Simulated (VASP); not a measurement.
# Ir (Fm-3m) in VASP: settings compared

Aim: see how the results for Ir move with the level of theory and the settings. Levels: LDA, PBE. Tasks: single point.

Everything below comes from runs of VASP 6.6.1. Logs are shortened: lines on timing, memory, paths and dates and some standing lists are left out, and cuts for length are marked.

## 1. The cell of the first run

It takes space group Fm-3m (No. 225, cubic). Conventional cell: a = 3.906 Å, b = 3.906 Å, c = 3.906 Å, α = 90.00°, β = 90.00°, γ = 90.00°. Ir (site symmetry m-3m) has 12 Ir at 2.76 Å within 3.6 Å.

## 2. Single point, LDA

Input file INCAR:

```
SYSTEM = Ir
PREC = Accurate ; ENCUT = 500
EDIFF = 1E-6 ; ISMEAR = -1
SIGMA = 0.05 ; LREAL = .FALSE.
LASPH = .TRUE. ; NELM = 120
ALGO = Normal ; ISIF = 2
LWAVE = .FALSE. ; LCHARG = .FALSE.
GGA = CA ; NBANDS = 14
GGA_COMPAT = .FALSE.
```

Input file KPOINTS:

```
regular mesh
0
G
  12 12 12
  0 0 0
```

Input file POSCAR:

```
Ir
1.0
    0.0000000000      1.9531703226      1.9531703226
    1.9531703226      0.0000000000      1.9531703226
    1.9531703226      1.9531703226      0.0000000000
Ir
1
Direct
    0.0000000000      0.0000000000      0.0000000000
```

Potentials or basis: VASP PAW LDA potentials, release 64 (Ir_sv_GW).

The run is started by

```sh
$ cat potpaw_LDA.64/Ir_sv_GW/POTCAR > POTCAR
$ mpirun -np 1 vasp_std > vasp.out
```

OUTCAR:

```text
SYSTEM = Ir
   PREC = Accurate
   ENCUT = 500
   EDIFF = 1E-6
   ISMEAR = -1
   LREAL = .FALSE.
   LASPH = .TRUE.
   NELM = 120
   ISIF = 2
   GGA = CA

 ion  position               nearest neighbor table
   1  0.000  0.000  0.000-

  LATTYP: Found a face centered cubic cell.
 ALAT       =     3.9063406452

  Lattice vectors:

 A1 = (   0.0000000000,   1.9531703226,   1.9531703226)
 A2 = (   1.9531703226,   0.0000000000,   1.9531703226)
 A3 = (   1.9531703226,   1.9531703226,   0.0000000000)

Analysis of symmetry for initial positions (statically):
[... 5 lines left out ...]
 face centered cubic supercell.

 Subroutine GETGRP returns: Found 48 space group operations
 (whereof 48 operations were pure point group operations)
 out of a pool of 48 trial point group operations.

The static configuration has the point symmetry O_h .

Analysis of symmetry for dynamics (positions and initial velocities):
[... 5 lines left out ...]
 face centered cubic supercell.

 Subroutine GETGRP returns: Found 48 space group operations
 (whereof 48 operations were pure point group operations)
 out of a pool of 48 trial point group operations.

The dynamic configuration has the point symmetry O_h .

 Subroutine INISYM returns: Found 48 space group operations
 (whereof 48 operations are pure point group operations),
 and found     1 'primitive' translations

----------------------------------------------------------------------------------------

                                     Primitive cell

  volume of cell :      14.9022

  direct lattice vectors                    reciprocal lattice vectors
     0.000000000  1.953170323  1.953170323    -0.255994060  0.255994060  0.255994060
     1.953170323  0.000000000  1.953170323     0.255994060 -0.255994060  0.255994060
     1.953170323  1.953170323  0.000000000     0.255994060  0.255994060 -0.255994060

  length of vectors
     2.762199960  2.762199960  2.762199960     0.443394718  0.443394718  0.443394718

  position of ions in fractional coordinates (direct lattice)
     0.000000000  0.000000000  0.000000000

  ion indices of the primitive-cell ions
   primitive index   ion index
                 1           1

----------------------------------------------------------------------------------------

 KPOINTS: regular mesh

Automatic generation of k-mesh.
 Grid dimensions read from file:
 generate k-points for:   12   12   12

 Generating k-lattice:

  Cartesian coordinates                     Fractional coordinates (reciprocal lattice)
    -0.021332838  0.021332838  0.021332838     0.083333333  0.000000000  0.000000000
     0.021332838 -0.021332838  0.021332838     0.000000000  0.083333333  0.000000000
     0.021332838  0.021332838 -0.021332838     0.000000000  0.000000000  0.083333333

  Length of vectors
     0.036949560  0.036949560  0.036949560

  Shift w.r.t. Gamma in fractional coordinates (k-lattice)
     0.000000000  0.000000000  0.000000000

 Subroutine IBZKPT returns following result:
 ===========================================

 Found     72 irreducible k-points:

 Following reciprocal coordinates:
            Coordinates               Weight
  0.000000  0.000000  0.000000      1.000000
  0.083333  0.000000  0.000000      8.000000
  0.166667  0.000000  0.000000      8.000000
  0.250000  0.000000  0.000000      8.000000
  0.333333  0.000000  0.000000      8.000000
  0.416667  0.000000  0.000000      8.000000
[... 16 lines left out ...]
  0.500000  0.166667  0.000000     24.000000
 -0.416667  0.166667  0.000000     24.000000
 [... further k-points ...]
   k-points           NKPTS =     72   k-points in BZ     NKDIM =     72   number of bands    NBANDS=     14
   number of dos      NEDOS =    301   number of ions     NIONS =      1
   total plane-waves  NPLWV =   8000
   dimension x,y,z NGX =    20 NGY =   20 NGZ =   20
   dimension x,y,z NGXF=    40 NGYF=   40 NGZF=   40
   ions per type =               1
   NGX,Y,Z   is equivalent  to a cutoff of  12.04, 12.04, 12.04 a.u.
   NGXF,Y,Z  is equivalent  to a cutoff of  24.07, 24.07, 24.07 a.u.
 SYSTEM =  Ir
   PREC   = accura    normal or accurate (medium, high low for compatibility)
   ISTART =      0    job   : 0-new  1-cont  2-samecut
   ICHARG =      2    charge: 1-file 2-atom 10-const
   ISPIN  =      1    spin polarized calculation?
   LNONCOLLINEAR =      F non collinear calculations
   LSORBIT =      F    spin-orbit coupling
   LASPH  =      T    aspherical Exc in radial PAW
   ENCUT  =  500.0 eV  36.75 Ry    6.06 a.u.   5.04  5.04  5.04*2*pi/ulx,y,z
   NELM   =    120;   NELMIN=  2; NELMDL= -5     # of ELM steps
   EDIFF  = 0.1E-05   stopping-criterion for ELM
   LREAL  =      F    real-space projection
   EDIFFG = 0.1E-04   stopping-criterion for IOM
   NSW    =      0    number of steps for IOM
   IBRION =     -1    ionic relax: 0-MD 1-quasi-New 2-CG
   NFREE  =      0    steps in history (QN), initial steepest desc. (CG)
   ISIF   =      2    stress and relaxation
   ISYM   =      2    0-nonsym 1-usesym 2-fastsym
   POTIM  = 0.5000    time-step for ionic-motion
   TEBEG  =    0.0;   TEEND  =   0.0 temperature during run
   PSTRESS=    0.0 pullay stress
   NELECT =      17.0000    total number of electrons
   NUPDOWN=      -1.0000    fix difference up-down
   EMIN   =  10.00;   EMAX   =-10.00  energy-range for DOS
[... 5 lines left out ...]
     AMIX     =   0.40;   BMIX     =  1.00
     AMIX_MAG =   1.60;   BMIX_MAG =  1.00
  volume/ion in A,a.u.               =      14.90       100.56
  Fermi-wavevector in a.u.,A,eV,Ry     =   1.710571  3.232510 39.811355  2.926052
  Thomas-Fermi vector in A             =   2.788845
   LORBIT       =      0    0 simple, 1 ext, 2 COOP (PROOUT), +10 PAW based schemes
   GGA     = CA    functional components
   LHFCALC =     F    Hartree Fock is set to
   AEXX    =    0.0000 exact exchange contribution
   IVDW    =     0    specifies the selected vdW correction
   LEPSILON=     F    determine dielectric tensor
   LRPA    =     F    only Hartree local field effects (RPA)
 non-spin polarized calculation
  energy-cutoff  :      500.00
  volume of cell :       14.90
 maximum number of plane-waves:       388
   NGX =  9   NGY =  9   NGZ =  9

 number of electron      17.0000001 magnetization

 Free energy of the ion-electron system (eV)
  ---------------------------------------------------
  ext. energy  EPLUGINS =         0.00000000
  ---------------------------------------------------
  free energy    TOTEN  =       -10.83952656 eV

  energy without entropy =      -10.83434162  energy(sigma->0) =      -10.83693409

 E-fermi :  11.6826     XC(G=0): -14.4558

 val. band max:       11.6611470023   @ k =   0.3333   0.0833   0.0000
 cond. band min:      11.6875783359   @ k =  -0.2500   0.0833   0.0000
 fundamental gap:      0.0264313335
 Fermi energy:        11.6825647994

 k-point     1 :       0.0000    0.0000    0.0000
  band No.  band energies     occupation
      1     -80.7093      2.00000
      2     -37.4427      2.00000
      3     -37.4427      2.00000
      4     -37.4427      2.00000
      5       1.1192      2.00000
      6       8.0514      2.00000
      7       8.0514      2.00000
      8       8.0514      2.00000
      9      10.5574      2.00000
     10      10.5574      2.00000
     11      25.4579      0.00000
     12      30.6367      0.00000
     13      30.6367      0.00000
     14      30.6367      0.00000

 k-point     2 :       0.0833    0.0000    0.0000
  band No.  band energies     occupation
      1     -80.7071      2.00000
      2     -37.4914      2.00000
      3     -37.4507      2.00000
      4     -37.4507      2.00000
      5       1.4110      2.00000
      6       7.9056      2.00000
      7       8.1715      2.00000
      8       8.1715      2.00000
      9      10.4832      2.00000
     10      10.4832      2.00000
     11      25.9473      0.00000
     12      29.3945      0.00000
     13      31.1172      0.00000
     14      31.1172      0.00000

 k-point     3 :       0.1667    0.0000    0.0000
  band No.  band energies     occupation
      1     -80.6974      2.00000
      2     -37.6152      2.00000
      3     -37.4681      2.00000
      4     -37.4681      2.00000
      5       2.2151      2.00000
      6       7.6120      2.00000
      7       8.4177      2.00000
      8       8.4177      2.00000
      9      10.4137      2.00000
     10      10.4137      2.00000
     11      26.9898      0.00000
     12      27.3822      0.00000
     13      32.4708      0.00000
     14      32.4708      0.00000

 k-point     4 :       0.2500    0.0000    0.0000
  band No.  band energies     occupation
      1     -80.6850      2.00000
      2     -37.7832      2.00000
      3     -37.4926      2.00000
      4     -37.4926      2.00000
      5       3.2430      2.00000
      6       7.5825      2.00000
      7       8.4696      2.00000
      8       8.4696      2.00000
      9      10.7227      2.00000
     10      10.7227      2.00000
     11      24.9801      0.00000
     12      27.7423      0.00000
     13      34.3286      0.00000
     14      34.3286      0.00000

 k-point     5 :       0.3333    0.0000    0.0000
  band No.  band energies     occupation
      1     -80.6717      2.00000
      2     -37.9470      2.00000
      3     -37.5158      2.00000
      4     -37.5158      2.00000
      5       3.9239      2.00000
      6       8.2688      2.00000
      7       8.2688      2.00000
      8       8.4199      2.00000
      9      11.4462      1.98247
     10      11.4462      1.98247
     11      22.4712      0.00000
[... 276 lines left out ...]
 k-point    22 :       0.4167    0.1667    0.0000
  band No.  band energies     occupation
      1     -80.6614      2.00000
      2     -37.9720      2.00000
      3     -37.6030      2.00000
      4     -37.5775      2.00000
      5       4.8235      2.00000
      6       7.2190      2.00000
      7       7.8431      2.00000
      8       9.0591      2.00000
      9      12.4029      0.00000
     10      12.7587      0.00000
     11      21.6410      0.00000
     12      27.3151      0.00000
     13      29.1473      0.00000
     14      31.2213      0.00000

 k-point    23 :       0.5000    0.1667    0.0000
  band No.  band energies     occupation
      1     -80.6548      2.00000
      2     -38.0428      2.00000
      3     -37.6388      2.00000
      4     -37.5786      2.00000
      5       4.9147      2.00000
      6       7.2607      2.00000
      7       8.5858      2.00000
      8       8.8416      2.00000
      9      12.5503      0.00000
     10      14.7037      0.00000
     11      18.7801      0.00000
     12      26.6135      0.00000
     13      29.1187      0.00000
     14      29.6645      0.00000

 k-point    24 :      -0.4167    0.1667    0.0000
  band No.  band energies     occupation
      1     -80.6538      2.00000
      2     -38.0484      2.00000
      3     -37.6605      2.00000
      4     -37.5649      2.00000
      5       4.9795      2.00000
      6       7.2814      2.00000
      7       8.7397      2.00000
      8       8.9145      2.00000
      9      12.0674      0.00091
     10      15.2637      0.00000
     11      18.4537      0.00000
     12      26.4228      0.00000
     13      28.4397      0.00000
     14      30.2750      0.00000

 [... further k-points ...]
[... 5 lines left out ...]
  --------------------------------------------------------------------------------------
  -------------------------------------------------------------------------------------
  Total       -2.5183165     -2.5183165     -2.5183165      0.0000000     -0.0000000     -0.0000000
  in kB     -270.7513014   -270.7513014   -270.7513014      0.0000000     -0.0000000     -0.0000000
  external PRESSURE =    -270.7513014 kB  Pullay stress =       0.0000000 kB

 VOLUME and BASIS-vectors are now :
 -----------------------------------------------------------------------------
  energy-cutoff  :      500.00
  volume of cell :       14.90
      direct lattice vectors                 reciprocal lattice vectors
     0.000000000  1.953170323  1.953170323    -0.255994060  0.255994060  0.255994060
     1.953170323  0.000000000  1.953170323     0.255994060 -0.255994060  0.255994060
     1.953170323  1.953170323  0.000000000     0.255994060  0.255994060 -0.255994060

 POSITION                                       TOTAL-FORCE (eV/Angst)
 -----------------------------------------------------------------------------------
      0.00000      0.00000      0.00000        -0.000000      0.000000      0.000000
 -----------------------------------------------------------------------------------
    total drift:                                0.000000     -0.000000     -0.000000

  FREE ENERGIE OF THE ION-ELECTRON SYSTEM (eV)
  ---------------------------------------------------
  free  energy   TOTEN  =       -10.8395265588 eV

  energy  without entropy=      -10.8343416199  energy(sigma->0) =      -10.83693409
```

It took 5.9 s on 1 thread of Intel Xeon 6975P-C (Granite Rapids), shared host; peak memory 0.13 GiB.

Results:

```yaml
Free_energy: -10.8395 eV
Pressure: -27.1 GPa
```

Levels at points of the mesh, in eV from the Fermi level:
| k point | band 5 | band 6 | band 7 | band 8 | band 9 | band 10 | band 11 | band 12 |
| --- | --- | --- | --- | --- | --- | --- | --- | --- |
| (0.00, 0.00, 0.00) | -10.56 | -3.63 | -3.63 | -3.63 | -1.13 | -1.13 | 13.78 | 18.95 |
| (0.50, 0.00, 0.00) | -7.59 | -3.71 | -3.71 | -0.60 | 0.80 | 0.80 | 6.74 | 13.41 |
| (0.50, 0.50, 0.00) | -7.35 | -6.83 | 0.78 | 1.32 | 1.32 | 1.72 | 9.82 | 11.25 |

Caveat: spin-orbit coupling is left out, which moves the levels of the heavy elements.

## 3. Single point, PBE

This run uses another cell than the first one, of 13.77 Å³/atom, 0.924 times its volume.

Input file INCAR:

```
PREC = Accurate ; ENCUT = 500
EDIFF = 1E-6 ; ISMEAR = -1
SIGMA = 0.05 ; LREAL = F
LASPH = T ; NELM = 120
ALGO = Normal ; ISIF = 2
LWAVE = F ; LCHARG = T
GGA = PE ; LELF = T
LVHAR = T ; NBANDS = 10
GGA_COMPAT = F
```

Input file KPOINTS:

```
regular mesh
0
Gamma
  12 12 12
```

Input file POSCAR:

```
Ir
1.0
    0.0000000000      1.9023771064      1.9023771064
    1.9023771064      0.0000000000      1.9023771064
    1.9023771064      1.9023771064      0.0000000000
Ir
1
Direct
    0.0000000000      0.0000000000      0.0000000000
```

Potentials or basis: VASP PAW PBE potentials, release 64 (Ir).

The run is started by

```sh
$ cat potpaw_PBE.64/Ir/POTCAR > POTCAR
$ mpirun -np 1 vasp_std > vasp.out
```

It took 5.7 s on 1 thread of AMD EPYC 9R45 (Zen 5), shared host; peak memory 0.1 GiB.

Results (log left out):

| Item | Value |
| --- | --- |
| Free energy | -8.8242 eV |
| Pressure | 20.7 GPa |

Levels at points of the mesh, in eV from the Fermi level:
```tsv
k point	band 1	band 2	band 3	band 4	band 5	band 6	band 7	band 8	band 9
(0.00, 0.00, 0.00)	-11.45	-4.09	-4.09	-4.09	-1.28	-1.28	14.23	19.98	19.98
(0.50, 0.00, 0.00)	-8.43	-4.20	-4.20	-0.87	0.91	0.91	7.51	13.78	19.99
(0.50, 0.50, 0.00)	-8.27	-7.68	0.87	1.51	1.51	1.66	10.85	11.80	11.80
```

Caveat: spin-orbit coupling is left out, which moves the levels of the heavy elements.
